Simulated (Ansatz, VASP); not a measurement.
## Two plane-wave programs on AlGaN

File INCAR:

```
SYSTEM = AlGaN
PREC = Accurate ; ENCUT = 520
EDIFF = 1E-6 ; ISMEAR = 0
SIGMA = 0.1 ; LREAL = .False.
LASPH = .True. ; NELM = 150
ALGO = Normal ; ISIF = 2
LWAVE = .False. ; LCHARG = .False.
ISPIN = 2 ; MAGMOM = 0 0 1
LORBIT = 11 ; GGA = PE
NBANDS = 22
```

Contents of KPOINTS:

```
regular mesh
0
Gamma
  4 4 6
  0 0 0
```

Contents of POSCAR:

```
AlGaN
1.0
    3.9732249662      0.0000000000      0.0000000000
    0.0000000000      3.9732249662      0.0000000000
    0.0000000000      0.0000000000      3.5148684849
Al Ga N
1 1 1
Direct
    0.0000000000      0.0000000000      0.0000000000
    0.5000000000      0.5000000000      0.0000000000
    0.0000000000      0.0000000000      0.5000000000
```

Input for Ansatz:

```yaml
crystal:
  lattice:
    - [3.9732249662, 0.0, 0.0]
    - [0.0, 3.9732249662, 0.0]
    - [0.0, 0.0, 3.5148684849]
  atoms:
    - { symbol: Al, position: [0.0, 0.0, 0.0] }
    - { symbol: Ga, position: [0.5, 0.5, 0.0] }
    - { symbol: "N", position: [0.0, 0.0, 0.5], spin: 1.0 }
basis:
  ecutwfc: 420
kpoints:
  mp_grid: { grid: [4, 4, 6] }
hamiltonian:
  xc: pbe
scf:
  occupations: { method: gaussian, width: 0.1 }
  lower_state_search: "off"
output:
  forces: true
  stress: true
  eigenvalues: true
  populations: true
magnetization:
  spin_polarized: true
```

Alike in both runs: task single point; functional PBE; k mesh 4 × 4 × 6; occupations gaussian, width 0.1 eV; collinear spin.

|  | VASP | Ansatz |
| --- | --- | --- |
| version | VASP 6.6.1 | Ansatz 0.2.0 |
| potentials or method | VASP PAW PBE potentials, release 64 (Al, Ga_d, N), cutoff 520 eV | scalar-relativistic, plane waves, PAW |
| valence electrons in the cell | 21 | 21 |

VASP gave:

- gap on the k mesh at the Fermi level (eV): none
- pressure (GPa): -0.2
- traceless stress, the component that is largest in VASP (GPa): 0.39
- net moment per atom (μB): 0.00

What did Ansatz give for the same quantities?

gap on the k mesh at the Fermi level (eV): none; pressure (GPa): -0.2; traceless stress, the component that is largest in VASP (GPa): 0.33; net moment per atom (μB): 0.00.

A gap of «none» marks a metal or a gap that the smearing closes. Ansatz's warnings: seeded moment not kept.

The k mesh is coarse, so the values compare programs but aren't converged.
